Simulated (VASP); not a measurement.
GaP:

```
CELL_PARAMETERS angstrom
0.00000 2.72525 2.72525
2.72525 0.00000 2.72525
2.72525 2.72525 0.00000
ATOMIC_POSITIONS crystal
Ga 0.00000 0.00000 0.00000
P 0.25000 0.25000 0.25000
```

```yaml
Program: VASP 6.6.1
Task: relaxation of cell and atoms
Functional: LDA
Potentials_or_basis: VASP PAW LDA potentials, release 64 (Ga_d, P)
Cutoff: 600 eV
k_mesh: 6 × 6 × 6
Occupations: gaussian, width 0.01 eV
Spin: no spin polarisation
```

At the start: pressure -2.7 GPa; volume 20.24 Å³/atom.

**Question.** Where does the relaxation end?

**Answer.** Over 3 steps the energy falls by 5.3 meV/atom and the volume is 19.62 Å³/atom (-3.1 %); space group F-43m (No. 216, to 0.05 Å).

The path:
```csv
step,energy change (eV),largest force (eV/Å),pressure (GPa),volume (Å³)
1,0.0000,0.0000,-2.66,40.48
2,-0.0071,0.0000,1.67,38.54
3,-0.0106,0.0000,-0.07,39.23
```

Final structure:
```
Ga P
1.0
     0.00000    2.69698    2.69698
     2.69698    0.00000    2.69698
     2.69698    2.69698    0.00000
Ga P
1 1
Direct
  0.00000 0.00000 0.00000
  0.25000 0.25000 0.25000
```
